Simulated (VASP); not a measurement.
# MgI2: single point with HSE06

Crystal: MgI2.

```xyz
3
Lattice="0.0000 3.5679 3.7597 3.5679 0.0000 3.7597 3.5679 3.5679 0.0000" Properties=species:S:1:pos:R:3 pbc="T T T"
Mg    0.0000    0.0000    0.0000
I     1.7840    1.7840    1.8799
I     5.3519    5.3519    5.6396
```

This cell differs from its parent crystal: epitaxial xy strain -5.0%.

- Program: VASP 6.6.1
- Task: single point
- Functional: HSE06
- Potentials or basis: VASP PAW PBE potentials, release 64 (Mg, I)
- Cutoff: 520 eV
- k mesh: 4 × 4 × 4
- Occupations: gaussian, width 0.01 eV
- Spin: no spin polarisation

| Quantity | Value |
| --- | --- |
| Pressure | 3.3 GPa |
| Band gap on the k mesh | 1.21 eV |

Stress tensor (GPa, compression positive):
```
 5.32  0.00  0.00
 0.00  5.32  0.00
 0.00  0.00 -0.60
```

Levels at points of the mesh, in eV from the valence-band top:
```csv
k point,band 4,band 5,band 6,band 7,band 8,band 9,band 10,band 11,band 12,band 13
"(0.00, 0.00, 0.00)",-4.11,-3.71,-2.14,-1.38,-1.38,1.36,3.35,3.40,3.40,5.29
"(0.50, 0.00, 0.00)",-3.49,-3.35,-3.31,-3.13,-3.09,3.56,5.70,5.88,6.60,7.08
"(0.50, 0.50, 0.00)",-4.92,-4.92,-0.73,-0.73,-0.49,1.51,5.07,7.34,7.38,7.38
"(0.50, 0.00, 0.50)",-5.16,-4.80,-1.25,-0.54,0.00,1.21,4.78,7.00,7.30,7.43
```

It took 24 min on 1 thread of Intel(R) Xeon(R) Platinum 8259CL CPU @ 2.50GHz (Skylake/Cascade Lake), with other jobs on the host, peak memory 0.36 GiB.

Caveat: the cell differs from its parent crystal (epitaxial xy strain -5.0%); the stress differs along the axes, from -1 to 5 GPa; the structure was generated, so it needn't be the stable form of MgI2; the PAW data sets were made with another functional, which shifts forces and pressure a little; spin-orbit coupling is left out, which moves the levels of the heavy elements. A k mesh can miss the band edges.
